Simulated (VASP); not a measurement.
# SnS2 in VASP: a series of runs, part 2 of 2

VASP 6.6.1. The steps go on from the part before.

### Step 3. Relaxation of the atoms, PBE+D3(BJ)

This run uses another cell than the first one: it holds 3 atoms, not 6.

Contents of INCAR:

```
ALGO = Normal
DIPOL = 0.5 0.5 0.500
EDIFF = 1E-7
EDIFFG = -0.005
ENCUT = 450
GGA = PE
GGA_COMPAT = F
IBRION = 2
IDIPOL = 3
ISIF = 2
ISMEAR = 0
IVDW = 12
LASPH = T
LCHARG = F
LDIPOL = T
LREAL = F
LWAVE = F
NELM = 120
NELMDL = -8
NELMIN = 4
NSW = 60
PREC = Accurate
SIGMA = 0.02
```

Contents of KPOINTS:

```
k-points
0
Gamma
  12 12 1
```

Contents of POSCAR:

```
SnS2
1.0
    3.8112881723      0.0000000000      0.0000000000
   -1.9056440861      3.3006723783      0.0000000000
    0.0000000000      0.0000000000     31.9125768144
S Sn
2 1
Direct
    0.3333333333      0.6666666667      0.4534911230
    0.6666666667      0.3333333333      0.5465088770
    0.0000000000      0.0000000000      0.5000000000
```

Potentials or basis: VASP PAW PBE potentials, release 64 (S, Sn_d).

Launch:

```console
> cat potpaw_PBE.64/S/POTCAR potpaw_PBE.64/Sn_d/POTCAR > POTCAR
> mpirun -np 1 vasp_std > vasp.out
```

OUTCAR:

```text
EDIFF = 1E-7
   EDIFFG = -0.005
   ENCUT = 450
   GGA = PE
   IBRION = 2
   ISIF = 2
   ISMEAR = 0
   IVDW = 12
   LASPH = T
   LREAL = F
   NELM = 120
   NELMDL = -8
   NELMIN = 4
   NSW = 60
   PREC = Accurate
 IVDW          = 12

 ion  position               nearest neighbor table
   1  0.333  0.667  0.453-   3 2.65   3 2.65   3 2.65
   2  0.667  0.333  0.547-   3 2.65   3 2.65   3 2.65
   3  0.000  0.000  0.500-   1 2.65   2 2.65   1 2.65   2 2.65   2 2.65   1 2.65

  LATTYP: Found a hexagonal cell.
 ALAT       =     3.8112881723
 C/A-ratio  =     8.3731734185

  Lattice vectors:

 A1 = (   3.8112881723,   0.0000000000,   0.0000000000)
 A2 = (  -1.9056440861,   3.3006723783,   0.0000000000)
 A3 = (   0.0000000000,   0.0000000000,  31.9125768144)

Analysis of symmetry for initial positions (statically):
=====================================================================
 Subroutine PRICEL returns:
 Original cell was already a primitive cell.

 Routine SETGRP: Setting up the symmetry group for a
 hexagonal supercell.

 Subroutine GETGRP returns: Found 12 space group operations
 (whereof 12 operations were pure point group operations)
 out of a pool of 24 trial point group operations.

The static configuration has the point symmetry D_3d.

Analysis of symmetry for dynamics (positions and initial velocities):
=====================================================================
 Subroutine PRICEL returns:
 Original cell was already a primitive cell.

 Routine SETGRP: Setting up the symmetry group for a
 hexagonal supercell.

 Subroutine GETGRP returns: Found 12 space group operations
 (whereof 12 operations were pure point group operations)
 out of a pool of 24 trial point group operations.

The dynamic configuration has the point symmetry D_3d.

 Subroutine INISYM returns: Found 12 space group operations
 (whereof 12 operations are pure point group operations),
[... 120 lines left out ...]
   IVDW    =    12    specifies the selected vdW correction
   LEPSILON=     F    determine dielectric tensor
   LRPA    =     F    only Hartree local field effects (RPA)
 conjugate gradient relaxation of ions
 non-spin polarized calculation
 Gauss-broadening in eV      SIGMA  =   0.02
  energy-cutoff  :      450.00
  volume of cell :      401.45
 maximum number of plane-waves:      8791
 NGX is ok and might be reduce to    28
   NGX = 13   NGY = 13   NGZ =111

--------------------------------------- Ionic step        1  -------------------------------------------

 number of electron      26.0000009 magnetization

 Free energy of the ion-electron system (eV)
  ---------------------------------------------------
  ext. energy  EPLUGINS =         0.00000000
  ---------------------------------------------------
  free energy    TOTEN  =       -13.14221098 eV

  energy without entropy =      -13.14221098  energy(sigma->0) =      -13.14221098

------------------------ aborting loop because EDIFF is reached ----------------------------------------

 Edisp (eV)   -0.63882

 E8    (eV) :    -0.2803
[... 73 lines left out ...]
--------------------------------------- Ionic step        3  -------------------------------------------

 number of electron      26.0000010 magnetization

 dipolmoment           0.000000      0.000000      0.000000 electrons x Angstroem

------------------------ aborting loop because EDIFF is reached ----------------------------------------

 Edisp (eV)   -0.64606

 E8    (eV) :    -0.2835
[... 32 lines left out ...]
--------------------------------------- Ionic step        4  -------------------------------------------

 number of electron      26.0000010 magnetization

 dipolmoment           0.000000      0.000000     -0.000000 electrons x Angstroem

 Free energy of the ion-electron system (eV)
  ---------------------------------------------------
  ext. energy  EPLUGINS =         0.00000000
  ---------------------------------------------------
  free energy    TOTEN  =       -13.15948761 eV

  energy without entropy =      -13.15948761  energy(sigma->0) =      -13.15948761

 E-fermi :  -4.9708     XC(G=0):  -1.9976

 val. band max:       -5.0618539563   @ k =   0.2500   0.1667   0.0000
 cond. band min:      -3.4351541426   @ k =   0.5000  -0.0000   0.0000
 fundamental gap:      1.6266998137
 Fermi energy:        -4.9708172906

 k-point     1 :       0.0000    0.0000    0.0000
  band No.  band energies     occupation
      1     -25.6945      2.00000
      2     -25.6945      2.00000
      3     -25.6812      2.00000
      4     -25.6538      2.00000
      5     -25.6538      2.00000
      6     -17.9355      2.00000
[... 359 lines left out ...]
      6     -15.9244      2.00000
[... 9 lines left out ...]
     16       1.4565      0.00000
     17       2.2205      0.00000

------------------------ aborting loop because EDIFF is reached ----------------------------------------

 vacuum level on the upper side and lower side of the slab       (xc-potential included)        -0.010        -0.010

 Edisp (eV)   -0.64592

 E8    (eV) :    -0.2834

  FORCE on cell =-STRESS in cart. coord.  units (eV):
  Direction    XX          YY          ZZ          XY          YZ          ZX
  --------------------------------------------------------------------------------------
  -------------------------------------------------------------------------------------
  Total      -2.39836    -2.39836    -0.02865    -0.00000     0.00000     0.00000
  in kB      -9.57169    -9.57169    -0.11433    -0.00000     0.00000     0.00000
  external pressure =       -6.42 kB  Pullay stress =        0.00 kB
[... 18 lines left out ...]
  FREE ENERGIE OF THE ION-ELECTRON SYSTEM (eV)
  ---------------------------------------------------
  free  energy   TOTEN  =       -13.8054039725 eV

  energy  without entropy=      -13.8054039725  energy(sigma->0) =      -13.80540397

 reached required accuracy - stopping structural energy minimisation

 vacuum level on the upper side and lower side of the slab         1.915         1.915
```

OSZICAR:

```text
N       E                     dE             d eps       ncg     rms          rms(c)
DAV:   1     0.176624935613E+03    0.17662E+03   -0.97618E+03   798   0.100E+03
DAV:   2     0.937222237935E+01   -0.16725E+03   -0.16479E+03   921   0.231E+02
DAV:   3    -0.130501283361E+02   -0.22422E+02   -0.22358E+02   794   0.948E+01
DAV:   4    -0.136601581086E+02   -0.61003E+00   -0.60960E+00   919   0.199E+01
[... 51 lines left out ...]
       N       E                     dE             d eps       ncg     rms          rms(c)
DAV:   1    -0.131594773659E+02   -0.13716E-03   -0.24680E-03   649   0.223E-01    0.187E-02
DAV:   2    -0.131594882257E+02   -0.10860E-04   -0.13547E-04   866   0.648E-02    0.705E-03
DAV:   3    -0.131594877131E+02    0.51258E-06   -0.20804E-06   837   0.103E-02    0.573E-03
DAV:   4    -0.131594876143E+02    0.98770E-07   -0.73651E-07   892   0.468E-03
   4 F= -.13805404E+02 E0= -.13805404E+02  d E =-.243689E-01
```

Wall time 13 min (1 thread of Intel Xeon 8259CL, shared host); peak memory 0.51 GiB.

Results:

```yaml
Free_energy: -13.8054 eV
Energy_gained_by_relaxing: 8.1 meV/atom
Ionic_steps: 4
Band_gap_on_the_k_mesh: 1.63 eV, indirect (least direct gap 1.79 eV)
Dispersion_energy_per_atom: -0.215 eV
```

Forces in eV/Å, atoms in the order of the input:
```
S    0.000  0.000  0.003
S    0.000  0.000 -0.003
Sn   0.000  0.000  0.000
```

Step by step:
| step | energy change (eV) | largest force (eV/Å) | pressure (GPa) |
| --- | --- | --- | --- |
| 1 | 0.0000 | 0.4633 | -0.98 |
| 2 | -0.0164 | 0.2673 | -0.84 |
| 3 | -0.0244 | 0.0072 | -0.63 |
| 4 | -0.0244 | 0.0027 | -0.64 |

Final structure:
```yaml
crystal:
  lattice:
    - [3.81129, 0.00000, 0.00000]
    - [-1.90564, 3.30067, 0.00000]
    - [0.00000, 0.00000, 31.91258]
  atoms:
    - { symbol: S, position: [0.33333, 0.66667, 0.45511] }
    - { symbol: S, position: [0.66667, 0.33333, 0.54489] }
    - { symbol: Sn, position: [0.00000, 0.00000, 0.50000] }
```

Caveat: spin-orbit coupling is left out, which moves the levels of the heavy elements.
